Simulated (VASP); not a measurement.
A run of VASP 6.6.1:

Contents of POSCAR:

```
NaLi3
1.0
   -2.3158326200      2.3158326200      4.6481579000
    2.3158326200     -2.3158326200      4.6481579000
    2.3158326200      2.3158326200     -4.6481579000
Na Li
1 3
Direct
    0.0000000000      0.0000000000      0.0000000000
    0.7500000000      0.2500000000      0.5000000000
    0.2500000000      0.7500000000      0.5000000000
    0.5000000000      0.5000000000      0.0000000000
```

INCAR.step1

```
PREC = Accurate
ENCUT = 520
ISMEAR = -1
SIGMA = 0.1
LREAL = F
LASPH = T
NELM = 60
NBANDS = 16
GGA = PE
ALGO = Normal
EDIFF = 1E-4
LWAVE = T
LCHARG = F
```

Contents of INCAR.step2:

```
PREC = Accurate
ENCUT = 520
EDIFF = 1E-7
ISMEAR = -1
SIGMA = 0.1
LREAL = F
LASPH = T
NELM = 60
ALGO = Normal
ISIF = 2
LWAVE = F
LCHARG = F
METAGGA = R2SCAN
LMIXTAU = T
IVDW = 12
VDW_S6 = 1.0
VDW_S8 = 0.78981345
VDW_A1 = 0.49484001
VDW_A2 = 5.73083694
NBANDS = 16
ISTART = 1
```

Contents of KPOINTS:

```
Automatic mesh
0
Gamma
  4 4 4
```

Potentials or basis: VASP PAW PBE potentials, release 64 (Na_pv, Li_sv).

Command:

```bash
$ cat potpaw_PBE.64/Na_pv/POTCAR potpaw_PBE.64/Li_sv/POTCAR > POTCAR
$ cp INCAR.step1 INCAR
$ mpirun -np 1 vasp_std > vasp.out
$ cp INCAR.step2 INCAR
$ mpirun -np 1 vasp_std > vasp.out
```

Hardware: 1 thread of Intel Xeon 6975P-C, on a shared host.

Task: How long does it take, and how much memory?

Result: Run time: 2.7 min on 1 thread of Intel Xeon 6975P-C, on a shared host, peak memory 0.28 GiB. Counts: k points 13.
